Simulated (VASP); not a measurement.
MgS: single point with PBE

MgS:

```
CELL_PARAMETERS angstrom
0.00000 2.57979 2.57979
2.57979 0.00000 2.57979
2.57979 2.57979 0.00000
ATOMIC_POSITIONS crystal
Mg 0.00000 0.00000 0.00000
S 0.50000 0.50000 0.50000
```

This cell differs from its parent crystal: volume scaled by 0.975.

* Program: VASP 6.6.1
* Task: single point
* Functional: PBE
* Potentials or basis: VASP PAW PBE potentials, release 64 (Mg, S)
* Cutoff: 600 eV
* k mesh: 10 × 10 × 10
* Occupations: fermi-dirac, width 0.03 eV
* Spin: no spin polarisation
* Dipole correction: no
* Further INCAR settings: ALGO = Normal; EDIFF = 1e-06; NBANDS = 11

* Pressure: 3.0 GPa
* Band gap on the k mesh: 2.83 eV, indirect (least direct gap 3.91 eV)

Levels at points of the mesh, in eV from the valence-band top:
| k point | band 2 | band 3 | band 4 | band 5 | band 6 | band 7 |
| --- | --- | --- | --- | --- | --- | --- |
| (0.00, 0.00, 0.00) | 0.00 | 0.00 | 0.00 | 3.91 | 7.94 | 7.94 |
| (0.50, 0.00, 0.00) | -4.96 | -0.62 | -0.62 | 4.58 | 6.94 | 6.94 |
| (0.50, 0.50, 0.00) | -4.33 | -1.74 | -1.74 | 2.83 | 4.32 | 12.26 |

Wall time 33 s on 1 thread of Intel Xeon 8259CL (shared host), peak memory 0.18 GiB.

 A k mesh can miss the band edges.
